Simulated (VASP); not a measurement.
# Ti9S in VASP: relaxation of the atoms with PBE

Aim: the relaxation of the atoms of Ti9S with PBE.

All numbers are computed with VASP 6.6.1; they aren't measurements. Logs are shortened: lines on timing, memory, paths and dates and some standing lists are left out, and cuts for length are marked.

### Step 1. The cell of the first run

The cell holds a slab with vacuum, 10 atoms: a = 2.832 Å, b = 7.932 Å, c = 19.927 Å, α = 90.00°, β = 90.00°, γ = 90.00°.

### Step 2. Relaxation of the atoms, PBE

The input, INCAR:

```
PREC     = Accurate       # precision mode
ENCUT    = 450            # plane-wave cutoff, eV
EDIFF    = 1E-7           # SCF threshold, eV
ISMEAR   = 0              # smearing method
SIGMA    = 0.1            # smearing width, eV
LREAL    = F              # projectors in reciprocal space
LASPH    = T              # aspherical terms in the spheres
NELM     = 120            # most SCF steps
ALGO     = Normal         # electronic algorithm
ISIF     = 2              # what is computed and relaxed
LWAVE    = F              # write WAVECAR
LCHARG   = F              # write CHGCAR
LDIPOL   = T            
IDIPOL   = 3            
DIPOL    = 0.5 0.5 0.329
GGA      = PE             # functional
IBRION   = 2              # ionic algorithm
NSW      = 36             # ionic steps
EDIFFG   = -0.025         # ionic threshold
GGA_COMPAT= F            
NELMIN   = 4            
NELMDL   = -8           
KPAR     = 4
```

The input, KPOINTS:

```
Automatic mesh
0
Gamma
  9 4 1
```

The input, POSCAR:

```
Ti9S
1.0
    2.8319727881      0.0000000000      0.0000000000
    0.0000000000      7.9316622551      0.0000000000
    0.0000000000      0.0000000000     19.9268841387
Ti S
9 1
Selective dynamics
Direct
    0.0000000000      0.5000000000      0.2007338414  F F F
    0.5000000000      0.1666666667      0.2007338414  F F F
    0.5000000000      0.8333333333      0.2007338414  F F F
    0.0000000000      0.0000000000      0.3122110470  F F F
    0.5000000000      0.6684928840      0.3108725343  F F F
    0.5000000000      0.3315071160      0.3108725343  F F F
    0.0000000000      0.5000000000      0.4177589349  F F F
    0.5000000000      0.1666364345      0.4228902060  F F F
    0.5000000000      0.8333635655      0.4228902060  F F F
    1.0000000000      0.9999697679      0.4923170625  F F T
```

Potentials or basis: VASP PAW PBE potentials, release 64 (Ti_sv, S).

Command:

```console
$ cat potpaw_PBE.64/Ti_sv/POTCAR potpaw_PBE.64/S/POTCAR > POTCAR
$ mpirun -np 4 vasp_std > vasp.out
```

OUTCAR:

```text
PREC = Accurate
   ENCUT = 450
   EDIFF = 1E-7
   ISMEAR = 0
   LREAL = F
   LASPH = T
   NELM = 120
   ISIF = 2
   GGA = PE
   IBRION = 2
   NSW = 36
   EDIFFG = -0.025
   NELMIN = 4
   NELMDL = -8

 ion  position               nearest neighbor table
   1  0.000  0.500  0.201-
   2  0.500  0.167  0.201-   6 2.55   3 2.64
   3  0.500  0.833  0.201-   5 2.55   2 2.64
   4  0.000  0.000  0.312-
   5  0.500  0.668  0.311-   3 2.55   9 2.59   6 2.67   7 2.89   7 2.89
   6  0.500  0.332  0.311-   2 2.55   8 2.59   5 2.67   7 2.89   7 2.89
   7  0.000  0.500  0.418-   5 2.89   6 2.89   5 2.89   6 2.89
   8  0.500  0.167  0.423-  10 2.38  10 2.38   6 2.59   9 2.64
   9  0.500  0.833  0.423-  10 2.38  10 2.38   5 2.59   8 2.64
  10  0.000  1.000  0.492-   9 2.38   9 2.38   8 2.38   8 2.38

  LATTYP: Found a simple orthorhombic cell.
 ALAT       =     2.8319727881
 B/A-ratio  =     2.8007551091
 C/A-ratio  =     7.0363967558

  Lattice vectors:

 A1 = (   2.8319727881,   0.0000000000,   0.0000000000)
 A2 = (   0.0000000000,   7.9316622551,   0.0000000000)
 A3 = (   0.0000000000,   0.0000000000,  19.9268841387)

Analysis of symmetry for initial positions (statically):
=====================================================================
 Subroutine PRICEL returns:
 Original cell was already a primitive cell.

 Routine SETGRP: Setting up the symmetry group for a
 simple orthorhombic supercell.

 Subroutine GETGRP returns: Found  2 space group operations
 (whereof  2 operations were pure point group operations)
 out of a pool of  8 trial point group operations.

The static configuration has the point symmetry C_1h.

Analysis of symmetry for dynamics (positions and initial velocities):
=====================================================================
 Subroutine PRICEL returns:
 Original cell was already a primitive cell.

 Routine SETGRP: Setting up the symmetry group for a
 simple orthorhombic supercell.

 Subroutine GETGRP returns: Found  2 space group operations
 (whereof  2 operations were pure point group operations)
 out of a pool of  8 trial point group operations.

The dynamic configuration has the point symmetry C_1h.

Analysis of constrained symmetry for selective dynamics:
=====================================================================
 Subroutine PRICEL returns:
 Original cell was already a primitive cell.

 Routine SETGRP: Setting up the symmetry group for a
 simple orthorhombic supercell.

 Subroutine GETGRP returns: Found  2 space group operations
 (whereof  2 operations were pure point group operations)
 out of a pool of  8 trial point group operations.

The constrained configuration has the point symmetry C_1h.

 Subroutine INISYM returns: Found  2 space group operations
 (whereof  2 operations are pure point group operations),
 and found     1 'primitive' translations

----------------------------------------------------------------------------------------

                                     Primitive cell

  volume of cell :     447.6027

  direct lattice vectors                    reciprocal lattice vectors
     2.831972788  0.000000000  0.000000000     0.353110738  0.000000000  0.000000000
     0.000000000  7.931662255  0.000000000     0.000000000  0.126076977  0.000000000
     0.000000000  0.000000000 19.926884139     0.000000000  0.000000000  0.050183460

  length of vectors
     2.831972788  7.931662255 19.926884139     0.353110738  0.126076977  0.050183460

  position of ions in fractional coordinates (direct lattice)
     0.000000000  0.500000000  0.200733841
     0.500000000  0.166666667  0.200733841
     0.500000000  0.833333333  0.200733841
     0.000000000  0.000000000  0.312211047
     0.500000000  0.668492884  0.310872534
     0.500000000  0.331507116  0.310872534
     0.000000000  0.500000000  0.417758935
     0.500000000  0.166636434  0.422890206
     0.500000000  0.833363566  0.422890206
     0.000000000  0.999969768  0.492317062

  ion indices of the primitive-cell ions
   primitive index   ion index
                 1           1
                 2           2
                 3           3
                 4           4
                 5           5
                 6           6
                 7           7
                 8           8
                 9           9
                10          10

----------------------------------------------------------------------------------------

 KPOINTS: Automatic mesh

Automatic generation of k-mesh.
 Grid dimensions read from file:
 generate k-points for:    9    4    1

 Generating k-lattice:

  Cartesian coordinates                     Fractional coordinates (reciprocal lattice)
     0.039234526  0.000000000  0.000000000     0.111111111  0.000000000  0.000000000
     0.000000000  0.031519244  0.000000000     0.000000000  0.250000000  0.000000000
     0.000000000  0.000000000  0.050183460     0.000000000  0.000000000  1.000000000

  Length of vectors
     0.039234526  0.031519244  0.050183460

  Shift w.r.t. Gamma in fractional coordinates (k-lattice)
     0.000000000  0.000000000  0.000000000

 Subroutine IBZKPT returns following result:
 ===========================================

 Found     15 irreducible k-points:

 Following reciprocal coordinates:
            Coordinates               Weight
  0.000000  0.000000  0.000000      1.000000
  0.111111  0.000000  0.000000      2.000000
  0.222222  0.000000  0.000000      2.000000
  0.333333  0.000000  0.000000      2.000000
  0.444444  0.000000  0.000000      2.000000
  0.000000  0.250000  0.000000      2.000000
  0.111111  0.250000  0.000000      4.000000
  0.222222  0.250000  0.000000      4.000000
  0.333333  0.250000  0.000000      4.000000
  0.444444  0.250000  0.000000      4.000000
  0.000000  0.500000  0.000000      1.000000
  0.111111  0.500000  0.000000      2.000000
  0.222222  0.500000  0.000000      2.000000
  0.333333  0.500000  0.000000      2.000000
  0.444444  0.500000  0.000000      2.000000
   k-points           NKPTS =     15   k-points in BZ     NKDIM =     15   number of bands    NBANDS=     68
   number of dos      NEDOS =    301   number of ions     NIONS =     10
   total plane-waves  NPLWV = 156800
   dimension x,y,z NGX =    20 NGY =   56 NGZ =  140
   dimension x,y,z NGXF=    40 NGYF=  112 NGZF=  280
   ions per type =               9   1
   NGX,Y,Z   is equivalent  to a cutoff of  11.74, 11.74, 11.68 a.u.
   NGXF,Y,Z  is equivalent  to a cutoff of  23.48, 23.47, 23.36 a.u.
 SYSTEM =  unknown system
   PREC   = accura    normal or accurate (medium, high low for compatibility)
   ISTART =      0    job   : 0-new  1-cont  2-samecut
   ICHARG =      2    charge: 1-file 2-atom 10-const
   ISPIN  =      1    spin polarized calculation?
   LNONCOLLINEAR =      F non collinear calculations
   LSORBIT =      F    spin-orbit coupling
   LASPH  =      T    aspherical Exc in radial PAW
   ENCUT  =  450.0 eV  33.07 Ry    5.75 a.u.   4.90 13.72 34.47*2*pi/ulx,y,z
   NELM   =    120;   NELMIN=  4; NELMDL= -8     # of ELM steps
   EDIFF  = 0.1E-06   stopping-criterion for ELM
   LREAL  =      F    real-space projection
   EDIFFG = -.3E-01   stopping-criterion for IOM
   NSW    =     36    number of steps for IOM
   IBRION =      2    ionic relax: 0-MD 1-quasi-New 2-CG
   NFREE  =      1    steps in history (QN), initial steepest desc. (CG)
   ISIF   =      2    stress and relaxation
   ISYM   =      2    0-nonsym 1-usesym 2-fastsym
   POTIM  = 0.5000    time-step for ionic-motion
   TEBEG  =    0.0;   TEEND  =   0.0 temperature during run
   PSTRESS=    0.0 pullay stress
   NELECT =     114.0000    total number of electrons
   NUPDOWN=      -1.0000    fix difference up-down
   EMIN   =  10.00;   EMAX   =-10.00  energy-range for DOS
   EFERMI =   0.00;   METHOD = LEGACY
   ISMEAR =     0;   SIGMA  =   0.10  broadening in eV -4-tet -1-fermi 0-gaus
   EFERMI_NEDOS =   21; number of points for ismear=-14 and -15
   IALGO  =     38    algorithm
   IMIX   =      4    mixing-type and parameters
     AMIX     =   0.40;   BMIX     =  1.00
     AMIX_MAG =   1.60;   BMIX_MAG =  1.00
  volume/ion in A,a.u.               =      44.76       302.06
  Fermi-wavevector in a.u.,A,eV,Ry     =   1.037717  1.961001 14.651520  1.076856
  Thomas-Fermi vector in A             =   2.172168
   LORBIT       =      0    0 simple, 1 ext, 2 COOP (PROOUT), +10 PAW based schemes
   GGA     = PE    functional components
   LHFCALC =     F    Hartree Fock is set to
   AEXX    =    0.0000 exact exchange contribution
   IVDW    =     0    specifies the selected vdW correction
   LEPSILON=     F    determine dielectric tensor
   LRPA    =     F    only Hartree local field effects (RPA)
 conjugate gradient relaxation of ions
 non-spin polarized calculation
 Gauss-broadening in eV      SIGMA  =   0.10
  energy-cutoff  :      450.00
  volume of cell :      447.60
 maximum number of plane-waves:      9776
 NGX is ok and might be reduce to    20
   NGX =  9   NGY = 27   NGZ = 69

--------------------------------------- Ionic step        1  -------------------------------------------

 number of electron     113.9999951 magnetization

 Free energy of the ion-electron system (eV)
  ---------------------------------------------------
  ext. energy  EPLUGINS =         0.00000000
  ---------------------------------------------------
  free energy    TOTEN  =       -71.70107312 eV

  energy without entropy =      -71.63833657  energy(sigma->0) =      -71.66970484

------------------------ aborting loop because EDIFF is reached ----------------------------------------

 vacuum level on the upper side and lower side of the slab       (xc-potential included)        -0.053        -0.205

  FORCE on cell =-STRESS in cart. coord.  units (eV):
  Direction    XX          YY          ZZ          XY          YZ          ZX
  --------------------------------------------------------------------------------------
  -------------------------------------------------------------------------------------
  Total        2.5014278      1.1473393      3.8595794      0.0000000      0.0018901      0.0000000
  in kB        8.9537686      4.1068589     13.8152224      0.0000000      0.0067654      0.0000000
  external PRESSURE =       8.9586166 kB  Pullay stress =       0.0000000 kB
[... 69 lines left out ...]
  FREE ENERGIE OF THE ION-ELECTRON SYSTEM (eV)
  ---------------------------------------------------
  free  energy   TOTEN  =       -71.7595138876 eV

  energy  without entropy=      -71.6989087471  energy(sigma->0) =      -71.72921132

 dipolmoment           0.000000      0.000000     -0.008504 electrons x Angstroem

--------------------------------------- Ionic step        3  -------------------------------------------

 number of electron     113.9999950 magnetization

 dipolmoment           0.000000      0.000000      0.030172 electrons x Angstroem

 Free energy of the ion-electron system (eV)
  ---------------------------------------------------
  ext. energy  EPLUGINS =         0.00000000
  ---------------------------------------------------
  free energy    TOTEN  =       -71.78082194 eV

  energy without entropy =      -71.72108323  energy(sigma->0) =      -71.75095258

 E-fermi :   0.5067     XC(G=0):  -5.2266

 val. band max:        0.5039887418   @ k =   0.2222   0.5000   0.0000
 cond. band min:       0.5149646502   @ k =   0.4444   0.5000   0.0000
 fundamental gap:      0.0109759084
 Fermi energy:         0.5066752623

 k-point     1 :       0.0000    0.0000    0.0000
  band No.  band energies     occupation
      1     -56.5169      2.00000
      2     -56.4398      2.00000
      3     -56.2408      2.00000
      4     -56.1934      2.00000
      5     -56.1764      2.00000
      6     -56.1281      2.00000
[... 1054 lines left out ...]
     67       1.7699      0.00000
     68       1.8191      0.00000

------------------------ aborting loop because EDIFF is reached ----------------------------------------

 vacuum level on the upper side and lower side of the slab       (xc-potential included)         0.052        -0.230

  FORCE on cell =-STRESS in cart. coord.  units (eV):
  Direction    XX          YY          ZZ          XY          YZ          ZX
  --------------------------------------------------------------------------------------
  -------------------------------------------------------------------------------------
  Total        0.9050836     -0.5656546      1.8873753      0.0000000      0.0013255      0.0000000
  in kB        3.2397136     -2.0247397      6.7557904      0.0000000      0.0047445      0.0000000
  external PRESSURE =       2.6569214 kB  Pullay stress =       0.0000000 kB
[... 25 lines left out ...]
  FREE ENERGIE OF THE ION-ELECTRON SYSTEM (eV)
  ---------------------------------------------------
  free  energy   TOTEN  =       -71.7808219381 eV

  energy  without entropy=      -71.7210832251  energy(sigma->0) =      -71.75095258

 reached required accuracy - stopping structural energy minimisation

 vacuum level on the upper side and lower side of the slab         5.035         4.758
```

Run time: 11 min. Hardware: 4 MPI ranks of Intel Xeon Platinum 8488C (Sapphire Rapids), shared host; peak memory 0.59 GiB.

Results:

```yaml
Free_energy: -71.7808 eV
Energy_gained_by_relaxing: 8.0 meV/atom
Ionic_steps: 3
Band_gap_on_the_k_mesh: zero (bands 57 and 58 overlap by 0.28 eV)
```

The path:
```
step  energy change (eV)  largest force on free atoms (eV/Å)  pressure (GPa)
   1              0.0000                              1.2691            0.90
   2             -0.0584                              0.6448            0.58
   3             -0.0797                              0.0052            0.27
```

Final structure:
```yaml
crystal:
  lattice:
    - [2.83197, 0.00000, 0.00000]
    - [0.00000, 7.93166, 0.00000]
    - [0.00000, 0.00000, 19.92688]
  atoms:
    - { symbol: Ti, position: [0.00000, 0.50000, 0.20073] }
    - { symbol: Ti, position: [0.50000, 0.16667, 0.20073] }
    - { symbol: Ti, position: [0.50000, 0.83333, 0.20073] }
    - { symbol: Ti, position: [0.00000, 0.00000, 0.31221] }
    - { symbol: Ti, position: [0.50000, 0.66849, 0.31087] }
    - { symbol: Ti, position: [0.50000, 0.33151, 0.31087] }
    - { symbol: Ti, position: [0.00000, 0.50000, 0.41776] }
    - { symbol: Ti, position: [0.50000, 0.16664, 0.42289] }
    - { symbol: Ti, position: [0.50000, 0.83336, 0.42289] }
    - { symbol: S, position: [0.00000, 0.99997, 0.49872] }
```
